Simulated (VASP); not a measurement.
## Ge4F: single point with PBE+D3(BJ)

The system is Ge4F, a slab with vacuum.

```
Ge F
1.0
     4.03036    0.00000    0.00000
     0.00000    4.03036    0.00000
     0.00000    0.00000   21.64166
Ge F
4 1
Direct
  0.00000 0.50000 0.18483
  0.00000 0.00000 0.25067
  0.50000 0.00000 0.31966
  0.50000 0.50000 0.38544
  0.50000 0.75000 0.53793
```

| Quantity | Value |
| --- | --- |
| Program | VASP 6.6.1 |
| Task | single point |
| Functional | PBE |
| Dispersion | D3(BJ) |
| Potentials or basis | VASP PAW PBE potentials, release 64 (Ge_d, F) |
| Cutoff | 520 eV |
| k mesh | 7 × 7 × 1 |
| Occupations | gaussian, width 0.1 eV |
| Spin | no spin polarisation |

The largest force is 0.790 eV/Å. The dispersion energy per atom is -0.176 eV.

Forces on the atoms (eV/Å):
```
Ge   0.000  0.018 -0.094
Ge   0.000  0.015  0.108
Ge   0.000 -0.054  0.067
Ge   0.000  0.156  0.697
F    0.000 -0.134 -0.778
```

Levels at points of the mesh, in eV from the Fermi level:
| k point | band 29 | band 30 | band 31 | band 32 | band 33 | band 34 |
| --- | --- | --- | --- | --- | --- | --- |
| (0.00, 0.00, 0.00) | -0.31 | -0.05 | -0.04 | 0.82 | 1.29 | 1.91 |

Run time: 4.1 min on 1 thread of Intel(R) Xeon(R) 6975P-C (Granite Rapids), on a shared host, peak memory 0.46 GiB.

Caveat: an odd number of electrons without spin polarisation forces a metal; a magnetic or distorted state may lie lower.
